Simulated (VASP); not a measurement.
# Ta (Cmme) in VASP: a series of runs

The runs below take Ta through single point, with PBEsol.

All numbers are computed with VASP 6.6.1; they aren't measurements. Logs are shortened: lines on timing, memory, paths and dates and some standing lists are left out, and cuts for length are marked.

**1. The cell of the first run**

It takes space group Cmme (No. 67, orthorhombic). Conventional cell: a = 3.281 Å, b = 4.639 Å, c = 8.979 Å, α = 90.00°, β = 90.00°, γ = 90.00°. Within 3.4 Å of Ta (site symmetry mm2) lie 14 Ta at 2.60 to 3.28 Å. Ta (site symmetry mm2) has 14 Ta at 2.84 to 3.28 Å within 3.7 Å.

**2. Single point, PBEsol (the distance across one plane changed)**

Contents of INCAR:

```
SYSTEM = Ta
ALGO = Fast
EDIFF = 1E-6
ENCUT = 520
GGA = PS
ISIF = 2
ISMEAR = 0
LASPH = .True.
LCHARG = .False.
LREAL = .False.
LWAVE = .False.
NBANDS = 30
NELM = 100
PREC = Accurate
SIGMA = 0.15
```

Contents of KPOINTS:

```
k-points
0
Gamma
  22 22 7
  0 0 0
```

Contents of POSCAR:

```
Ta
1.0
   -1.6402597622      1.6402597622     -1.6402597622
   -1.6402597622     -1.6402597622      1.6402597622
    0.0000000000      6.3489070146      6.3489070146
Ta
4
Direct
    0.0000000000      0.0000000000      0.9042358243
    0.5000000000      0.5000000000      0.1291765463
    0.0000000000      0.0000000000      0.3875296390
    0.5000000000      0.5000000000      0.6458827317
```

Potentials or basis: VASP PAW PBE potentials, release 64 (Ta_pv).

The run is started by

```
> cat potpaw_PBE.64/Ta_pv/POTCAR > POTCAR
> mpirun -np 1 vasp_std > vasp.out
```

OUTCAR:

```text
SYSTEM = Ta
   EDIFF = 1E-6
   ENCUT = 520
   GGA = PS
   ISIF = 2
   ISMEAR = 0
   LASPH = .True.
   LREAL = .False.
   NELM = 100
   PREC = Accurate

 ion  position               nearest neighbor table
   1  0.000  0.000  0.904-   2 2.60   2 2.60   4 2.84   4 2.84   2 3.08   2 3.08   4 3.28   4 3.28

   2  0.500  0.500  0.129-   1 2.60   1 2.60   3 2.84   3 2.84   1 3.08   1 3.08   3 3.28   3 3.28

   3  0.000  0.000  0.388-   2 2.84   4 2.84   2 2.84   4 2.84   2 3.28   4 3.28   2 3.28   4 3.28

   4  0.500  0.500  0.646-   1 2.84   1 2.84   3 2.84   3 2.84   1 3.28   1 3.28   3 3.28   3 3.28

  LATTYP: Found a base centered orthorhombic cell.
 ALAT       =     3.2805195244
 B/A-ratio  =     1.4142135624
 C/A-ratio  =     2.7369781949

  Lattice vectors:

 A1 = (  -1.6402597622,   1.6402597622,  -1.6402597622)
 A2 = (  -1.6402597622,  -1.6402597622,   1.6402597622)
 A3 = (   0.0000000000,   6.3489070146,   6.3489070146)

Analysis of symmetry for initial positions (statically):
=====================================================================
 Subroutine PRICEL returns:
 Original cell was already a primitive cell.

 Routine SETGRP: Setting up the symmetry group for a
 base centered orthorhombic supercell.

 Subroutine GETGRP returns: Found  8 space group operations
 (whereof  4 operations were pure point group operations)
 out of a pool of  8 trial point group operations.

The static configuration has the point symmetry C_2v.
 The point group associated with its full space group is D_2h.

Analysis of symmetry for dynamics (positions and initial velocities):
=====================================================================
 Subroutine PRICEL returns:
 Original cell was already a primitive cell.

 Routine SETGRP: Setting up the symmetry group for a
 base centered orthorhombic supercell.

 Subroutine GETGRP returns: Found  8 space group operations
 (whereof  4 operations were pure point group operations)
 out of a pool of  8 trial point group operations.

The dynamic configuration has the point symmetry C_2v.
 The point group associated with its full space group is D_2h.

 Subroutine INISYM returns: Found  8 space group operations
 (whereof  4 operations are pure point group operations),
 and found     1 'primitive' translations

----------------------------------------------------------------------------------------

                                     Primitive cell

  volume of cell :      68.3257

  direct lattice vectors                    reciprocal lattice vectors
    -1.640259762  1.640259762 -1.640259762    -0.304829766  0.152414883 -0.152414883
    -1.640259762 -1.640259762  1.640259762    -0.304829766 -0.152414883  0.152414883
     0.000000000  6.348907015  6.348907015     0.000000000  0.078753713  0.078753713

  length of vectors
     2.841013246  2.841013246  8.978710406     0.373338693  0.373338693  0.111374569

  position of ions in fractional coordinates (direct lattice)
     0.000000000  0.000000000  0.904235824
     0.500000000  0.500000000  0.129176546
     0.000000000  0.000000000  0.387529639
     0.500000000  0.500000000  0.645882732

  ion indices of the primitive-cell ions
   primitive index   ion index
                 1           1
                 2           2
                 3           3
                 4           4

----------------------------------------------------------------------------------------

 KPOINTS: k-points

Automatic generation of k-mesh.
 Grid dimensions read from file:
 generate k-points for:   22   22    7

 Generating k-lattice:

  Cartesian coordinates                     Fractional coordinates (reciprocal lattice)
    -0.013855898  0.006927949 -0.006927949     0.045454545  0.000000000  0.000000000
    -0.013855898 -0.006927949  0.006927949     0.000000000  0.045454545  0.000000000
     0.000000000  0.011250530  0.011250530     0.000000000  0.000000000  0.142857143

  Length of vectors
     0.016969941  0.016969941  0.015910653

  Shift w.r.t. Gamma in fractional coordinates (k-lattice)
     0.000000000  0.000000000  0.000000000

 Subroutine IBZKPT returns following result:
 ===========================================

 Found    532 irreducible k-points:

 Following reciprocal coordinates:
            Coordinates               Weight
  0.000000  0.000000  0.000000      1.000000
  0.045455  0.000000  0.000000      4.000000
  0.090909  0.000000  0.000000      4.000000
  0.136364  0.000000  0.000000      4.000000
  0.181818  0.000000  0.000000      4.000000
  0.227273  0.000000  0.000000      4.000000
[... 16 lines left out ...]
  0.500000  0.045455  0.000000      4.000000
 -0.454545  0.045455  0.000000      4.000000
 [... further k-points ...]
   k-points           NKPTS =    532   k-points in BZ     NKDIM =    532   number of bands    NBANDS=     30
   number of dos      NEDOS =    301   number of ions     NIONS =      4
   total plane-waves  NPLWV =  40320
   dimension x,y,z NGX =    24 NGY =   24 NGZ =   70
   dimension x,y,z NGXF=    48 NGYF=   48 NGZF=  140
   ions per type =               4
   NGX,Y,Z   is equivalent  to a cutoff of  14.04, 14.04, 12.96 a.u.
   NGXF,Y,Z  is equivalent  to a cutoff of  28.09, 28.09, 25.92 a.u.
 SYSTEM =  Ta
   PREC   = accura    normal or accurate (medium, high low for compatibility)
   ISTART =      0    job   : 0-new  1-cont  2-samecut
   ICHARG =      2    charge: 1-file 2-atom 10-const
   ISPIN  =      1    spin polarized calculation?
   LNONCOLLINEAR =      F non collinear calculations
   LSORBIT =      F    spin-orbit coupling
   LASPH  =      T    aspherical Exc in radial PAW
   ENCUT  =  520.0 eV  38.22 Ry    6.18 a.u.   5.28  5.28 16.69*2*pi/ulx,y,z
   NELM   =    100;   NELMIN=  2; NELMDL= -5     # of ELM steps
   EDIFF  = 0.1E-05   stopping-criterion for ELM
   LREAL  =      F    real-space projection
   EDIFFG = 0.1E-04   stopping-criterion for IOM
   NSW    =      0    number of steps for IOM
   IBRION =     -1    ionic relax: 0-MD 1-quasi-New 2-CG
   NFREE  =      0    steps in history (QN), initial steepest desc. (CG)
   ISIF   =      2    stress and relaxation
   ISYM   =      2    0-nonsym 1-usesym 2-fastsym
   POTIM  = 0.5000    time-step for ionic-motion
   TEBEG  =    0.0;   TEEND  =   0.0 temperature during run
   PSTRESS=    0.0 pullay stress
   NELECT =      44.0000    total number of electrons
   NUPDOWN=      -1.0000    fix difference up-down
   EMIN   =  10.00;   EMAX   =-10.00  energy-range for DOS
   EFERMI =   0.00;   METHOD = LEGACY
   ISMEAR =     0;   SIGMA  =   0.15  broadening in eV -4-tet -1-fermi 0-gaus
   EFERMI_NEDOS =   21; number of points for ismear=-14 and -15
   IALGO  =     68    algorithm
   IMIX   =      4    mixing-type and parameters
     AMIX     =   0.40;   BMIX     =  1.00
     AMIX_MAG =   1.60;   BMIX_MAG =  1.00
  volume/ion in A,a.u.               =      17.08       115.27
  Fermi-wavevector in a.u.,A,eV,Ry     =   1.413723  2.671549 27.192776  1.998613
  Thomas-Fermi vector in A             =   2.535339
   LORBIT       =      0    0 simple, 1 ext, 2 COOP (PROOUT), +10 PAW based schemes
   GGA     = PS    functional components
   LHFCALC =     F    Hartree Fock is set to
   AEXX    =    0.0000 exact exchange contribution
   IVDW    =     0    specifies the selected vdW correction
   LEPSILON=     F    determine dielectric tensor
   LRPA    =     F    only Hartree local field effects (RPA)
 non-spin polarized calculation
 RMM-DIIS sequential band-by-band and
 Gauss-broadening in eV      SIGMA  =   0.15
  energy-cutoff  :      520.00
  volume of cell :       68.33
 maximum number of plane-waves:      1866
 NGX is ok and might be reduce to    24
   NGX = 11   NGY = 11   NGZ = 33

 number of electron      44.0000004 magnetization

 Free energy of the ion-electron system (eV)
  ---------------------------------------------------
  ext. energy  EPLUGINS =         0.00000000
  ---------------------------------------------------
  free energy    TOTEN  =       -49.93785363 eV

  energy without entropy =      -49.88316489  energy(sigma->0) =      -49.91050926

 E-fermi :   5.7667     XC(G=0): -12.9922

 val. band max:        5.7667018269   @ k =   0.1818   0.0000   0.0000
 cond. band min:       5.7668386888   @ k =  -0.1364   0.0455   0.4286
 fundamental gap:      0.0001368619
 Fermi energy:         5.7667276948

 k-point     1 :       0.0000    0.0000    0.0000
  band No.  band energies     occupation
      1     -28.5225      2.00000
      2     -27.9170      2.00000
      3     -27.7168      2.00000
      4     -27.6195      2.00000
      5     -27.4181      2.00000
      6     -27.3250      2.00000
[... 22 lines left out ...]
     29       9.5106      0.00000
     30       9.7320      0.00000

 k-point     2 :       0.0455    0.0000    0.0000
  band No.  band energies     occupation
      1     -28.5139      2.00000
      2     -27.9238      2.00000
      3     -27.7381      2.00000
      4     -27.6232      2.00000
      5     -27.4117      2.00000
      6     -27.3283      2.00000
[... 22 lines left out ...]
     29       9.6328      0.00000
     30       9.6720      0.00000

 k-point     3 :       0.0909    0.0000    0.0000
  band No.  band energies     occupation
      1     -28.4885      2.00000
      2     -27.9448      2.00000
      3     -27.7934      2.00000
      4     -27.6410      2.00000
      5     -27.3981      2.00000
      6     -27.3448      2.00000
[... 22 lines left out ...]
     29       9.4615      0.00000
     30       9.7465      0.00000

 k-point     4 :       0.1364    0.0000    0.0000
  band No.  band energies     occupation
      1     -28.4476      2.00000
      2     -27.9808      2.00000
      3     -27.8715      2.00000
      4     -27.6809      2.00000
      5     -27.3926      2.00000
      6     -27.3893      2.00000
[... 616 lines left out ...]
     29      10.6486      0.00000
     30      10.7683      0.00000

 k-point    23 :       0.5000    0.0455    0.0000
  band No.  band energies     occupation
      1     -28.5031      2.00000
      2     -28.5030      2.00000
      3     -28.2081      2.00000
      4     -28.1931      2.00000
      5     -27.7532      2.00000
      6     -27.6429      2.00000
[... 22 lines left out ...]
     29      10.6180      0.00000
     30      10.7870      0.00000

 k-point    24 :      -0.4545    0.0455    0.0000
  band No.  band energies     occupation
      1     -28.4802      2.00000
      2     -28.4766      2.00000
      3     -28.2032      2.00000
      4     -28.1619      2.00000
      5     -27.8389      2.00000
      6     -27.5822      2.00000
[... 22 lines left out ...]
     29      10.6477      0.00000
     30      10.7935      0.00000

 [... further k-points ...]

------------------------ aborting loop because EDIFF is reached ----------------------------------------

  FORCE on cell =-STRESS in cart. coord.  units (eV):
  Direction    XX          YY          ZZ          XY          YZ          ZX
  --------------------------------------------------------------------------------------
  -------------------------------------------------------------------------------------
  Total        3.5196997      4.2251767      4.2251767      0.0000000      1.1883507     -0.0000000
  in kB       82.5338240     99.0766324     99.0766324      0.0000000     27.8657652     -0.0000000
  external PRESSURE =      93.5623630 kB  Pullay stress =       0.0000000 kB

 VOLUME and BASIS-vectors are now :
 -----------------------------------------------------------------------------
  energy-cutoff  :      520.00
  volume of cell :       68.33
      direct lattice vectors                 reciprocal lattice vectors
    -1.640259762  1.640259762 -1.640259762    -0.304829766  0.152414883 -0.152414883
    -1.640259762 -1.640259762  1.640259762    -0.304829766 -0.152414883  0.152414883
     0.000000000  6.348907015  6.348907015     0.000000000  0.078753713  0.078753713

 POSITION                                       TOTAL-FORCE (eV/Angst)
 -----------------------------------------------------------------------------------
      0.00000      5.74091      5.74091        -0.000000     -1.455164     -1.455164
     -1.64026      0.82013      0.82013         0.000000      1.455164      1.455164
      0.00000      2.46039      2.46039        -0.000000      0.137113      0.137113
     -1.64026      4.10065      4.10065         0.000000     -0.137113     -0.137113
 -----------------------------------------------------------------------------------
    total drift:                                0.000000     -0.000003     -0.000003

  FREE ENERGIE OF THE ION-ELECTRON SYSTEM (eV)
  ---------------------------------------------------
  free  energy   TOTEN  =       -49.9378536255 eV

  energy  without entropy=      -49.8831648941  energy(sigma->0) =      -49.91050926
```

Run time: 9.5 min. Hardware: 1 thread of Intel Xeon 6975P-C (Granite Rapids), shared host; peak memory 0.8 GiB.

What came out:

| Item | Value |
| --- | --- |
| Free energy | -49.9379 eV |
| Pressure | 9.4 GPa |
| Largest force | 2.058 eV/Å |
| Band gap on the k mesh | zero (bands 22 and 23 overlap by 2.16 eV) |

Forces on the atoms (eV/Å):
```
Ta   0.000 -1.455 -1.455
Ta   0.000  1.455  1.455
Ta   0.000  0.137  0.137
Ta   0.000 -0.137 -0.137
```

Levels at points of the mesh, in eV from the Fermi level:
```csv
k point,band 20,band 21,band 22,band 23,band 24,band 25
"(0.00, 0.00, 0.00)",-0.39,0.24,0.26,0.82,0.98,2.52
"(0.50, 0.00, 0.00)",-1.31,-0.57,-0.57,1.85,1.85,3.59
"(0.50, 0.50, 0.00)",-1.90,0.77,1.41,1.67,1.70,2.05
```

Caveat: the cell differs from its parent crystal (the distance across one plane changed); the cell stands under pressure; the PAW data sets were made with another functional, which shifts forces and pressure a little; spin-orbit coupling is left out, which moves the levels of the heavy elements.

**3. Single point, PBEsol (the distance across one plane changed)**

Contents of INCAR:

```
PREC = Accurate ; ENCUT = 520
EDIFF = 1E-7 ; ISMEAR = 0
SIGMA = 0.15 ; LREAL = F
LASPH = T ; NELM = 60
ALGO = Fast ; ISIF = 2
LWAVE = F ; LCHARG = F
GGA = PS ; NBANDS = 30
```

Contents of KPOINTS:

```
regular mesh
0
Gamma
  22 22 7
```

Contents of POSCAR:

```
Ta
1.0
   -1.6402597622      1.6402597622     -1.6402597622
   -1.6402597622     -1.6402597622      1.6402597622
    0.0000000000      7.9752526114      7.9752526114
Ta
4
Direct
    0.0000000000      0.0000000000      0.7198404173
    0.5000000000      0.5000000000      0.1028343453
    0.0000000000      0.0000000000      0.3085030360
    0.5000000000      0.5000000000      0.5141717266
```

Potentials or basis: VASP PAW PBE potentials, release 64 (Ta_pv).

The run is started by

```
> cat potpaw_PBE.64/Ta_pv/POTCAR > POTCAR
> mpirun -np 1 vasp_std > vasp.out
```

It took 23 min on 1 thread of Oxide Virtual Turin-like, shared host; peak memory 0.94 GiB.

It converged, with:

- Free energy: -48.1472 eV
- Pressure: -7.6 GPa
- Largest force: 0.233 eV/Å
- Band gap on the k mesh: zero (bands 22 and 23 overlap by 2.51 eV)

Forces on the atoms (eV/Å):
```
Ta   0.000  0.137  0.137
Ta   0.000 -0.137 -0.137
Ta   0.000 -0.165 -0.165
Ta   0.000  0.165  0.165
```

Stress tensor (GPa, compression positive):
```
-6.98  0.00  0.00
 0.00 -7.85 -0.17
 0.00 -0.17 -7.85
```

Levels at points of the mesh, in eV from the Fermi level:
| k point | band 20 | band 21 | band 22 | band 23 | band 24 | band 25 |
| --- | --- | --- | --- | --- | --- | --- |
| (0.00, 0.00, 0.00) | -0.41 | 0.10 | 0.36 | 0.49 | 0.95 | 1.12 |
| (0.50, 0.00, 0.00) | -1.50 | -0.25 | -0.25 | 1.43 | 1.43 | 3.22 |
| (0.50, 0.50, 0.00) | -0.91 | 0.21 | 1.88 | 1.94 | 2.03 | 2.21 |

Caveat: the cell differs from its parent crystal (the distance across one plane changed); the cell stands under tension; the PAW data sets were made with another functional, which shifts forces and pressure a little; spin-orbit coupling is left out, which moves the levels of the heavy elements.
